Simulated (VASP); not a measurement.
MnHg3: single point with PBE

Crystal: MnHg3.

```
CELL_PARAMETERS angstrom
4.44711 0.00000 0.00000
0.00000 4.44711 0.00000
0.00000 0.00000 4.44711
ATOMIC_POSITIONS crystal
Hg 0.50000 0.50000 0.00000
Hg 0.00000 0.50000 0.50000
Hg 0.50000 0.00000 0.50000
Mn 0.00000 0.00000 0.00000
```

```
Program                : VASP 6.6.1
Task                   : single point
Functional             : PBE
Potentials or basis    : VASP PAW PBE potentials, release 64 (Hg, Mn_pv)
Cutoff                 : 520 eV
k mesh                 : 6 × 6 × 6
Occupations            : fermi-dirac, width 0.05 eV
Spin                   : collinear spin, ferromagnetic start
Starting moments       : [0.0, 0.0, 0.0, 4.0] μB
Dipole correction      : no
Further INCAR settings : ALGO = Fast; EDIFF = 1e-06; NBANDS = 36
```

```json
{
  "Pressure": "-0.4 GPa",
  "Net moment": "4.36 μB per cell",
  "Site moments": "Hg +0.00; Mn +4.14 μB",
  "Valence electrons inside the program's atomic spheres": "Hg 10.47; Mn 11.28"
}
```

Levels at points of the mesh, in eV from the Fermi level:
Spin up:
```
           k point  band 25  band 26  band 27  band 28  band 29  band 30
(0.00, 0.00, 0.00)    -0.31    -0.31    -0.31     0.80     0.80     3.10
(0.50, 0.00, 0.00)    -2.72     0.57     2.29     2.94     2.94     3.17
(0.50, 0.50, 0.00)    -2.91    -2.13    -2.01     4.58     4.71     4.71
(0.50, 0.50, 0.50)    -1.78    -1.78    -1.78    -1.08    -1.08    -1.08
```
Spin down:
| k point | band 19 | band 20 | band 21 | band 22 | band 23 | band 24 | band 25 | band 26 |
| --- | --- | --- | --- | --- | --- | --- | --- | --- |
| (0.00, 0.00, 0.00) | -5.83 | -0.56 | -0.56 | -0.15 | -0.15 | -0.15 | 1.07 | 1.07 |
| (0.50, 0.00, 0.00) | -6.12 | -5.83 | 0.04 | 0.04 | 0.28 | 0.54 | 0.86 | 1.03 |
| (0.50, 0.50, 0.00) | -5.25 | -3.78 | -3.78 | -2.63 | 0.40 | 0.40 | 0.98 | 1.18 |
| (0.50, 0.50, 0.50) | -2.39 | -2.39 | -2.39 | -1.94 | -1.61 | -1.61 | -1.61 | 1.14 |

It took 74 s on 1 thread of AMD EPYC 9R45 96-Core Processor (Zen 5) (shared host), peak memory 0.26 GiB.

Caveat: spin-orbit coupling is left out, which moves the levels of the heavy elements.
